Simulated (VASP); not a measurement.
Wanted: the native input for a VASP 6.6.1 run.

```
Task                   : single point
Functional             : PBE
Potentials or basis    : VASP PAW PBE potentials, release 64 (Cd_sv_GW, Cl, O)
Cutoff                 : 700 eV
k mesh                 : 8 × 8 × 3
Occupations            : fermi-dirac, width 0.05 eV
Spin                   : no spin polarisation
Dipole correction      : no
Further INCAR settings : ALGO = Normal; EDIFF = 1e-06; NBANDS = 42
```

The structure of CdClO lies in POSCAR:

```
CdClO
1.0
    3.8117738983      0.0000000000      0.0000000000
   -1.9058869491      3.3010930294      0.0000000000
    0.0000000000      0.0000000000      9.5625610000
Cd Cl O
2 2 2
Direct
    0.6666666667      0.3333333333      0.0190610000
    0.3333333333      0.6666666667      0.5190610000
    0.6666666667      0.3333333333      0.3387190000
    0.3333333333      0.6666666667      0.8387190000
    0.0000000000      0.0000000000      0.0792210000
    0.0000000000      0.0000000000      0.5792210000
```

The input as run:

INCAR

```
PREC = Accurate
ENCUT = 700
EDIFF = 1E-6
ISMEAR = -1
SIGMA = 0.05
LREAL = False
LASPH = True
NELM = 120
ALGO = Normal
ISIF = 2
LWAVE = False
LCHARG = True
GGA = PE
LELF = True
LVHAR = True
NBANDS = 42
GGA_COMPAT = False
```

KPOINTS

```
Automatic mesh
0
Gamma
  8 8 3
```

Potentials or basis: VASP PAW PBE potentials, release 64 (Cd_sv_GW, Cl, O).

Run with:

```console
$ cat potpaw_PBE.64/Cd_sv_GW/POTCAR potpaw_PBE.64/Cl/POTCAR potpaw_PBE.64/O/POTCAR > POTCAR
$ mpirun -np 1 vasp_std > vasp.out
```

Results of the run:

```json
{
 "Pressure": "-2.6 GPa",
 "Largest force": "0.136 eV/Å",
 "Band gap on the k mesh": "zero (bands 33 and 34 overlap by 0.17 eV)"
}
```

Wall time 2 min on 1 thread of Intel(R) Xeon(R) 6975P-C (Granite Rapids), on a shared host, peak memory 0.41 GiB.
